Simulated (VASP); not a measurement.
Set up this calculation in VASP 6.6.1, as the native input.

| Item | Value |
| --- | --- |
| Task | relaxation of the atoms |
| Functional | PBE |
| Potentials or basis | VASP PAW PBE potentials, release 64 (Al, H) |
| Cutoff | 520 eV |
| k mesh | 6 × 6 × 1 |
| Occupations | gaussian, width 0.1 eV |
| Spin | no spin polarisation |
| Dipole correction | yes |
| Atoms held fixed (from 0) | [0, 1, 2, 3, 4, 5, 6, 7, 8, 9, 10, 11, 12] |
| Further INCAR settings | ALGO = Normal; EDIFF = 1e-06; IBRION = 2; EDIFFG = -0.025; NSW = 36 |

The structure of Al12H lies in POSCAR:

```
Al12H
1.0
    5.7143028096      0.0000000000      0.0000000000
   -2.8571514048      4.9487313980      0.0000000000
    0.0000000000      0.0000000000     20.1016424764
Al H
12 1
Selective dynamics
Direct
    0.3333333333      0.1666666667      0.1989887147  F F F
    0.3333333333      0.6666666667      0.1989887147  F F F
    0.8333333333      0.1666666667      0.1989887147  F F F
    0.8333333333      0.6666666667      0.1989887147  F F F
    0.1666666667      0.3333333333      0.3134533099  F F F
    0.1666666667      0.8333333333      0.3134533099  F F F
    0.6666666667      0.3333333333      0.3134533099  F F F
    0.6666666667      0.8333333333      0.3134533099  F F F
    0.0000000000      0.0000000000      0.4279074452  F F F
    0.0000000000      0.5000000000      0.4279074452  F F F
    0.5000000000      0.0000000000      0.4279074452  F F F
    0.5000000000      0.5000000000      0.4279074452  F F F
    0.0000000000      0.0000000000      0.5035231568  F F T
```

These files were run (other wordings do the same):

INCAR

```
SYSTEM = Al12H
  PREC = Accurate
  ENCUT = 520
  EDIFF = 1E-6
  ISMEAR = 0
  SIGMA = 0.1
  LREAL = .False.
  LASPH = .True.
  NELM = 100
  ALGO = Normal
  ISIF = 2
  LWAVE = .False.
  LCHARG = .False.
  LDIPOL = .True.
  IDIPOL = 3
  DIPOL = 0.5 0.5 0.328
  GGA = PE
  IBRION = 2
  NSW = 36
  EDIFFG = -0.025
```

KPOINTS

```
regular mesh
0
Gamma
  6 6 1
  0 0 0
```

Potentials or basis: VASP PAW PBE potentials, release 64 (Al, H).

Launch:

```sh
$ cat potpaw_PBE.64/Al/POTCAR potpaw_PBE.64/H/POTCAR > POTCAR
$ mpirun -np 1 vasp_std > vasp.out
```

It gave:

| Quantity | Value |
| --- | --- |
| Energy gained by relaxing | 5.3 meV/atom |
| Ionic steps | 3 |

Run time: 7.1 min on 1 thread of Intel(R) Xeon(R) Platinum 8259CL CPU @ 2.50GHz (Skylake/Cascade Lake), on a shared host, peak memory 0.65 GiB.
